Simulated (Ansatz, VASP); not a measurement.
# Two plane-wave programs on Sc2Cu3

Contents of INCAR:

```
PREC = Accurate ; ENCUT = 600
EDIFF = 1E-6 ; ISMEAR = 0
SIGMA = 0.1 ; LREAL = F
LASPH = T ; NELM = 100
ALGO = Normal ; ISIF = 3
LWAVE = F ; LCHARG = F
GGA = PE ; IBRION = 2
NSW = 90 ; EDIFFG = -0.04
```

File KPOINTS:

```
regular mesh
0
Gamma
  6 6 4
```

File POSCAR:

```
Sc2Cu3
1.0
    4.0301290500      0.0000000000      0.0000000000
   -2.0150645200      3.4901941400      0.0000000000
    0.0000000000      0.0000000000      4.9829074900
Sc Cu
2 3
Direct
    0.3333333300      0.6666666700      0.1664214400
    0.6666666700      0.3333333300      0.8335785600
    0.0000000000      0.0000000000      0.0000000000
    0.3333333300      0.6666666700      0.6439374700
    0.6666666700      0.3333333300      0.3560625300
```

Input for Ansatz:

```yaml
crystal:
  lattice:
    - [4.03012905, 0.0, 0.0]
    - [-2.01506452, 3.49019414, 0.0]
    - [0.0, 0.0, 4.98290749]
  atoms:
    - { symbol: Sc, position: [0.33333333, 0.66666667, 0.16642144] }
    - { symbol: Sc, position: [0.66666667, 0.33333333, 0.83357856] }
    - { symbol: Cu, position: [0.0, 0.0, 0.0] }
    - { symbol: Cu, position: [0.33333333, 0.66666667, 0.64393747] }
    - { symbol: Cu, position: [0.66666667, 0.33333333, 0.35606253] }
basis:
  ecutwfc: 420
kpoints:
  mp_grid: { grid: [6, 6, 4] }
hamiltonian:
  xc: pbe
scf:
  occupations: { method: gaussian, width: 0.1 }
  lower_state_search: "off"
output:
  forces: true
  stress: true
  eigenvalues: true
relax:
  adjacent_minimum: "off"
  f_tol: 0.04
  max_steps: 70
  cell: { stress_tol: 0.4 }
```

Change from the starting cell: species swapped into the Ga3Pt2 type (P-3m1, No. 164).

Alike in both runs: task relaxation of cell and atoms; functional PBE; k mesh 6 × 6 × 4; occupations gaussian, width 0.1 eV; no spin polarisation.

|  | VASP | Ansatz |
| --- | --- | --- |
| version | VASP 6.6.1 | Ansatz 0.2.0 |
| potentials or method | VASP PAW PBE potentials, release 64 (Sc_sv, Cu), cutoff 600 eV | scalar-relativistic, plane waves, PAW |
| valence electrons in the cell | 55 | 79 |

VASP gave:

| Item | Value |
| --- | --- |
| gap on the k mesh at the Fermi level, each at its own relaxed structure (eV) | none |
| relaxed volume (Å³/atom) | 18.84 |
| relaxed length of the cell vector where the two differ most in proportion (Å) | 5.471 |

Question: What did Ansatz give for the same quantities?

Answer: gap on the k mesh at the Fermi level, each at its own relaxed structure (eV): none; relaxed volume (Å³/atom): 18.78; relaxed length of the cell vector where the two differ most in proportion (Å): 5.457.

A gap of «none» marks a metal or a gap that the smearing closes. VASP's potentials hold 55 valence electrons a cell and Ansatz's 79, so a difference there can come from the potentials and not from the codes.

Noted on VASP's run: the volume moved by over 15 % at a fixed basis, so the end points are rough.
